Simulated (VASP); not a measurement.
# In3P (Cmmm) in VASP: single point with PBE

Aim: the single point of In3P with PBE.

All numbers are computed with VASP 6.6.1; they aren't measurements. Logs are shortened: lines on timing, memory, paths and dates and some standing lists are left out, and cuts for length are marked.

## Step 1: The cell of the first run

Symmetry: Cmmm, No. 65, orthorhombic system. The conventional cell has a = 5.015 Å, b = 5.055 Å, c = 7.707 Å, α = 90.00°, β = 90.00°, γ = 90.00°. In (site symmetry mm2) has 4 P at 2.96 to 2.98 Å and 9 In at 3.14 to 3.56 Å within 3.9 Å. Within 4.5 Å of In (site symmetry mmm) lie 12 In at 3.39 to 3.56 Å and 2 P at 3.85 Å. P (site symmetry mmm) has 10 In at 2.96 to 3.85 Å and 4 P at 3.56 Å within 3.9 Å.

## Step 2: Single point, PBE

INCAR reads:

```
SYSTEM = In3P
PREC = Accurate ; ENCUT = 520
EDIFF = 1E-7 ; ISMEAR = 0
SIGMA = 0.1 ; LREAL = .False.
LASPH = .True. ; NELM = 100
ALGO = Normal ; ISIF = 2
LWAVE = .False. ; LCHARG = .True.
GGA = PE ; LELF = .True.
LVHAR = .True. ; NBANDS = 30
```

KPOINTS reads:

```
regular mesh
0
Gamma
  14 14 6
  0 0 0
```

POSCAR reads:

```
In3P
1.0
    2.5076112209     -2.5274629947      0.0000000000
    2.5076112209      2.5274629947      0.0000000000
    0.0000000000      0.0000000000      7.7074011826
In P
3 1
Direct
    0.5000000000      0.5000000000      0.7961399318
    0.0000000000      0.0000000000      0.5000000000
    0.5000000000      0.5000000000      0.2038600682
    0.0000000000      0.0000000000      0.0000000000
```

Potentials or basis: VASP PAW PBE potentials, release 64 (In_d, P).

Launch:

```
> cat potpaw_PBE.64/In_d/POTCAR potpaw_PBE.64/P/POTCAR > POTCAR
> mpirun -np 1 vasp_std > vasp.out
```

OUTCAR:

```text
SYSTEM = In3P
   PREC = Accurate
   ENCUT = 520
   EDIFF = 1E-7
   ISMEAR = 0
   LREAL = .False.
   LASPH = .True.
   NELM = 100
   ISIF = 2
   GGA = PE

 ion  position               nearest neighbor table
   1  0.500  0.500  0.796-   4 2.96   4 2.96   4 2.98   4 2.98   3 3.14   2 3.39   2 3.39   2 3.41
                             2 3.41
   2  0.000  0.000  0.500-   1 3.39   3 3.39   1 3.39   3 3.39   1 3.41   3 3.41   1 3.41   3 3.41

   3  0.500  0.500  0.204-   4 2.96   4 2.96   4 2.98   4 2.98   1 3.14   2 3.39   2 3.39   2 3.41
                             2 3.41
   4  0.000  0.000  0.000-   1 2.96   3 2.96   1 2.96   3 2.96   1 2.98   3 2.98   1 2.98   3 2.98

  LATTYP: Found a base centered orthorhombic cell.
 ALAT       =     5.0152224418
 B/A-ratio  =     1.0079166075
 C/A-ratio  =     1.5368014624

  Lattice vectors:

 A1 = (   2.5076112209,  -2.5274629947,   0.0000000000)
 A2 = (   2.5076112209,   2.5274629947,   0.0000000000)
 A3 = (   0.0000000000,   0.0000000000,   7.7074011826)

Analysis of symmetry for initial positions (statically):
=====================================================================
 Subroutine PRICEL returns:
 Original cell was already a primitive cell.

 Routine SETGRP: Setting up the symmetry group for a
 base centered orthorhombic supercell.

 Subroutine GETGRP returns: Found  8 space group operations
 (whereof  8 operations were pure point group operations)
 out of a pool of  8 trial point group operations.

The static configuration has the point symmetry D_2h.

Analysis of symmetry for dynamics (positions and initial velocities):
=====================================================================
 Subroutine PRICEL returns:
 Original cell was already a primitive cell.

 Routine SETGRP: Setting up the symmetry group for a
 base centered orthorhombic supercell.

 Subroutine GETGRP returns: Found  8 space group operations
 (whereof  8 operations were pure point group operations)
 out of a pool of  8 trial point group operations.

The dynamic configuration has the point symmetry D_2h.

 Subroutine INISYM returns: Found  8 space group operations
 (whereof  8 operations are pure point group operations),
 and found     1 'primitive' translations

----------------------------------------------------------------------------------------

                                     Primitive cell

  volume of cell :      97.6974

  direct lattice vectors                    reciprocal lattice vectors
     2.507611221 -2.527462995  0.000000000     0.199392950 -0.197826833  0.000000000
     2.507611221  2.527462995  0.000000000     0.199392950  0.197826833  0.000000000
     0.000000000  0.000000000  7.707401183     0.000000000  0.000000000  0.129745420

  length of vectors
     3.560362794  3.560362794  7.707401183     0.280878986  0.280878986  0.129745420

  position of ions in fractional coordinates (direct lattice)
     0.500000000  0.500000000  0.796139932
     0.000000000  0.000000000  0.500000000
     0.500000000  0.500000000  0.203860068
     0.000000000  0.000000000  0.000000000

  ion indices of the primitive-cell ions
   primitive index   ion index
                 1           1
                 2           2
                 3           3
                 4           4

----------------------------------------------------------------------------------------

 KPOINTS: regular mesh

Automatic generation of k-mesh.
 Grid dimensions read from file:
 generate k-points for:   14   14    6

 Generating k-lattice:

  Cartesian coordinates                     Fractional coordinates (reciprocal lattice)
     0.014242354 -0.014130488  0.000000000     0.071428571  0.000000000  0.000000000
     0.014242354  0.014130488  0.000000000     0.000000000  0.071428571  0.000000000
     0.000000000  0.000000000  0.021624237     0.000000000  0.000000000  0.166666667

  Length of vectors
     0.020062785  0.020062785  0.021624237

  Shift w.r.t. Gamma in fractional coordinates (k-lattice)
     0.000000000  0.000000000  0.000000000

 Subroutine IBZKPT returns following result:
 ===========================================

 Found    228 irreducible k-points:

 Following reciprocal coordinates:
            Coordinates               Weight
  0.000000  0.000000  0.000000      1.000000
  0.071429  0.000000  0.000000      4.000000
  0.142857 -0.000000  0.000000      4.000000
  0.214286 -0.000000  0.000000      4.000000
  0.285714  0.000000  0.000000      4.000000
  0.357143 -0.000000  0.000000      4.000000
[... 16 lines left out ...]
  0.214286  0.142857  0.000000      4.000000
  0.285714  0.142857  0.000000      4.000000
 [... further k-points ...]
   k-points           NKPTS =    228   k-points in BZ     NKDIM =    228   number of bands    NBANDS=     30
   number of dos      NEDOS =    301   number of ions     NIONS =      4
   total plane-waves  NPLWV =  47040
   dimension x,y,z NGX =    28 NGY =   28 NGZ =   60
   dimension x,y,z NGXF=    56 NGYF=   56 NGZF=  120
   ions per type =               3   1
   NGX,Y,Z   is equivalent  to a cutoff of  13.07, 13.07, 12.94 a.u.
   NGXF,Y,Z  is equivalent  to a cutoff of  26.15, 26.15, 25.88 a.u.
 SYSTEM =  In3P
   PREC   = accura    normal or accurate (medium, high low for compatibility)
   ISTART =      0    job   : 0-new  1-cont  2-samecut
   ICHARG =      2    charge: 1-file 2-atom 10-const
   ISPIN  =      1    spin polarized calculation?
   LNONCOLLINEAR =      F non collinear calculations
   LSORBIT =      F    spin-orbit coupling
   LASPH  =      T    aspherical Exc in radial PAW
   ENCUT  =  520.0 eV  38.22 Ry    6.18 a.u.   6.62  6.62 14.33*2*pi/ulx,y,z
   NELM   =    100;   NELMIN=  2; NELMDL= -5     # of ELM steps
   EDIFF  = 0.1E-06   stopping-criterion for ELM
   LREAL  =      F    real-space projection
   EDIFFG = 0.1E-05   stopping-criterion for IOM
   NSW    =      0    number of steps for IOM
   IBRION =     -1    ionic relax: 0-MD 1-quasi-New 2-CG
   NFREE  =      0    steps in history (QN), initial steepest desc. (CG)
   ISIF   =      2    stress and relaxation
   ISYM   =      2    0-nonsym 1-usesym 2-fastsym
   POTIM  = 0.5000    time-step for ionic-motion
   TEBEG  =    0.0;   TEEND  =   0.0 temperature during run
   PSTRESS=    0.0 pullay stress
   NELECT =      44.0000    total number of electrons
   NUPDOWN=      -1.0000    fix difference up-down
   EMIN   =  10.00;   EMAX   =-10.00  energy-range for DOS
   EFERMI =   0.00;   METHOD = LEGACY
   ISMEAR =     0;   SIGMA  =   0.10  broadening in eV -4-tet -1-fermi 0-gaus
   EFERMI_NEDOS =   21; number of points for ismear=-14 and -15
   IALGO  =     38    algorithm
   IMIX   =      4    mixing-type and parameters
     AMIX     =   0.40;   BMIX     =  1.00
     AMIX_MAG =   1.60;   BMIX_MAG =  1.00
  volume/ion in A,a.u.               =      24.42       164.82
  Fermi-wavevector in a.u.,A,eV,Ry     =   1.254868  2.371357 21.425011  1.574694
  Thomas-Fermi vector in A             =   2.388652
   LORBIT       =      0    0 simple, 1 ext, 2 COOP (PROOUT), +10 PAW based schemes
   GGA     = PE    functional components
   LHFCALC =     F    Hartree Fock is set to
   AEXX    =    0.0000 exact exchange contribution
   IVDW    =     0    specifies the selected vdW correction
   LEPSILON=     F    determine dielectric tensor
   LRPA    =     F    only Hartree local field effects (RPA)
 non-spin polarized calculation
 Gauss-broadening in eV      SIGMA  =   0.10
  energy-cutoff  :      520.00
  volume of cell :       97.70
 maximum number of plane-waves:      2656
   NGX = 13   NGY = 13   NGZ = 29

 number of electron      43.9999996 magnetization

 Free energy of the ion-electron system (eV)
  ---------------------------------------------------
  ext. energy  EPLUGINS =         0.00000000
  ---------------------------------------------------
  free energy    TOTEN  =       -12.63296666 eV

  energy without entropy =      -12.62518771  energy(sigma->0) =      -12.62907719

 E-fermi :   7.0966     XC(G=0): -10.2079

 val. band max:        7.0920472881   @ k =  -0.3571   0.3571   0.0000
 cond. band min:       7.0995743216   @ k =  -0.2143   0.2143   0.1667
 fundamental gap:      0.0075270335
 Fermi energy:         7.0966115172

 k-point     1 :       0.0000    0.0000    0.0000
  band No.  band energies     occupation
      1      -7.5494      2.00000
      2      -7.5379      2.00000
      3      -7.4210      2.00000
      4      -7.4147      2.00000
      5      -7.3797      2.00000
      6      -7.3673      2.00000
[... 22 lines left out ...]
     29      12.1979      0.00000
     30      13.4402      0.00000

 k-point     2 :       0.0714    0.0000    0.0000
  band No.  band energies     occupation
      1      -7.5433      2.00000
      2      -7.5319      2.00000
      3      -7.4241      2.00000
      4      -7.4162      2.00000
      5      -7.3705      2.00000
      6      -7.3642      2.00000
[... 22 lines left out ...]
     29      12.7871      0.00000
     30      13.8244      0.00000

 k-point     3 :       0.1429   -0.0000    0.0000
  band No.  band energies     occupation
      1      -7.5329      2.00000
      2      -7.5089      2.00000
      3      -7.4330      2.00000
      4      -7.4164      2.00000
      5      -7.3703      2.00000
      6      -7.3637      2.00000
[... 22 lines left out ...]
     29      13.2184      0.00000
     30      14.1577      0.00000

 k-point     4 :       0.2143   -0.0000    0.0000
  band No.  band energies     occupation
      1      -7.5207      2.00000
      2      -7.4752      2.00000
      3      -7.4436      2.00000
      4      -7.4165      2.00000
      5      -7.3920      2.00000
      6      -7.3675      2.00000
[... 616 lines left out ...]
     29      14.0355      0.00000
     30      14.6512      0.00000

 k-point    23 :       0.2143    0.1429    0.0000
  band No.  band energies     occupation
      1      -7.4915      2.00000
      2      -7.4647      2.00000
      3      -7.4539      2.00000
      4      -7.4235      2.00000
      5      -7.4207      2.00000
      6      -7.3605      2.00000
[... 22 lines left out ...]
     29      14.1828      0.00000
     30      14.2504      0.00000

 k-point    24 :       0.2857    0.1429    0.0000
  band No.  band energies     occupation
      1      -7.4807      2.00000
      2      -7.4638      2.00000
      3      -7.4587      2.00000
      4      -7.4284      2.00000
      5      -7.4158      2.00000
      6      -7.3741      2.00000
[... 22 lines left out ...]
     29      13.3837      0.00000
     30      14.2262      0.00000

 [... further k-points ...]

------------------------ aborting loop because EDIFF is reached ----------------------------------------

  FORCE on cell =-STRESS in cart. coord.  units (eV):
  Direction    XX          YY          ZZ          XY          YZ          ZX
  --------------------------------------------------------------------------------------
  -------------------------------------------------------------------------------------
  Total       -0.0161009     -0.0357921     -0.0119089      0.0000000      0.0000000      0.0000000
  in kB       -0.2640450     -0.5869690     -0.1952982      0.0000000      0.0000000      0.0000000
  external PRESSURE =      -0.3487707 kB  Pullay stress =       0.0000000 kB

 VOLUME and BASIS-vectors are now :
 -----------------------------------------------------------------------------
  energy-cutoff  :      520.00
  volume of cell :       97.70
      direct lattice vectors                 reciprocal lattice vectors
     2.507611221 -2.527462995  0.000000000     0.199392950 -0.197826833  0.000000000
     2.507611221  2.527462995  0.000000000     0.199392950  0.197826833  0.000000000
     0.000000000  0.000000000  7.707401183     0.000000000  0.000000000  0.129745420

 POSITION                                       TOTAL-FORCE (eV/Angst)
 -----------------------------------------------------------------------------------
      2.50761      0.00000      6.13617         0.000000      0.000000     -0.003978
      0.00000      0.00000      3.85370        -0.000000      0.000000      0.000000
      2.50761      0.00000      1.57123        -0.000000      0.000000      0.003978
      0.00000      0.00000      0.00000         0.000000      0.000000      0.000000
 -----------------------------------------------------------------------------------
    total drift:                                0.000000      0.000000      0.000000

  FREE ENERGIE OF THE ION-ELECTRON SYSTEM (eV)
  ---------------------------------------------------
  free  energy   TOTEN  =       -12.6329666552 eV

  energy  without entropy=      -12.6251877149  energy(sigma->0) =      -12.62907719
```

Wall time 11 min (1 thread of Intel Xeon Platinum 8488C (Sapphire Rapids), shared host); peak memory 0.59 GiB.

Results:

| Quantity | Value |
| --- | --- |
| Free energy | -12.6330 eV |
| Pressure | 0.0 GPa |
| Largest force | 0.004 eV/Å |
| Band gap on the k mesh | zero (bands 22 and 23 overlap by 3.10 eV) |

Forces on the atoms (eV/Å):
```
In   0.000  0.000 -0.004
In   0.000  0.000  0.000
In   0.000  0.000  0.004
P    0.000  0.000  0.000
```

Caveat: spin-orbit coupling is left out, which moves the levels of the heavy elements.
